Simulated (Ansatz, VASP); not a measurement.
**Mg in VASP and in Ansatz**

```
Mg
1.0
     3.20938    0.00000    0.00000
    -1.60469    2.77940    0.00000
     0.00000    0.00000    5.14545
Mg
2
Direct
  0.33333 0.66667 0.25000
  0.66667 0.33333 0.75000
```

Change from the starting cell: volume scaled by 1, norm-conserving files.

Alike in both runs: task single point; functional PBE; k mesh 15 × 15 × 8; occupations fermi-dirac, width 0.1 eV; no spin polarisation.

```csv
,VASP,Ansatz
version,VASP 6.6.1,Ansatz 0.2.0
potentials or method,"VASP PAW PBE potentials, release 64 (Mg)","norm-conserving pseudopotentials, scalar-relativistic"
plane-wave cutoff (eV),520,1143
valence electrons in the cell,4,20
```

|  | VASP | Ansatz | Ansatz less VASP |
| --- | --- | --- | --- |
| pressure (GPa) | -0.1 | 0.0 | +0.11 |

With one functional, cell and mesh, what is left measures potentials, basis and numerics. VASP's potentials hold 4 valence electrons a cell and Ansatz's 20, so a difference there can come from the potentials and not from the codes.
